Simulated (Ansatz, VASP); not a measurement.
**Al in VASP and in Ansatz**

File INCAR:

```
PREC = Accurate
ENCUT = 520
EDIFF = 1E-6
ISMEAR = 0
SIGMA = 0.15
LREAL = F
LASPH = T
NELM = 60
ALGO = Fast
ISIF = 2
LWAVE = F
LCHARG = F
GGA = PS
NBANDS = 8
```

Contents of KPOINTS:

```
Automatic mesh
0
Gamma
  28 28 28
```

Contents of POSCAR:

```
Al
1.0
   -1.4109358488      1.6124981129      1.6124981129
    1.6124981129     -1.4109358488      1.6124981129
    1.6124981129      1.6124981129     -1.4109358488
Al
1
Direct
    0.0000000000      0.0000000000      0.0000000000
```

Input for Ansatz:

```yaml
crystal:
  lattice:
    - [-1.4109358488, 1.6124981129, 1.6124981129]
    - [1.6124981129, -1.4109358488, 1.6124981129]
    - [1.6124981129, 1.6124981129, -1.4109358488]
  atoms:
    - { symbol: Al, position: [0.0, 0.0, 0.0] }
basis:
  ecutwfc: 420
kpoints:
  mp_grid: { grid: [28, 28, 28] }
hamiltonian:
  xc: pbesol
scf:
  occupations: { method: gaussian, width: 0.15 }
output:
  forces: true
  stress: true
  eigenvalues: true
```

Alike in both runs: task single point; functional PBEsol; k mesh 28 × 28 × 28; occupations gaussian, width 0.15 eV; no spin polarisation.

|  | VASP | Ansatz |
| --- | --- | --- |
| version | VASP 6.6.1 | Ansatz 0.2.0 |
| potentials or method | VASP PAW PBE potentials, release 64 (Al), cutoff 520 eV | scalar-relativistic, plane waves, PAW |
| valence electrons in the cell | 3 | 3 |

|  | VASP | Ansatz | Ansatz less VASP |
| --- | --- | --- | --- |
| gap on the k mesh at the Fermi level (eV) | none | none | - |
| pressure (GPa) | 3.2 | 3.2 | -0.08 |
| traceless stress, the component that is largest in VASP (GPa) | -3.85 | -3.83 | +0.025 |

VASP's potentials were made for PBE, not for PBEsol. A gap of «none» marks a metal or a gap that the smearing closes. The functional is the same, so the differences come from potentials, cutoffs and numerics.
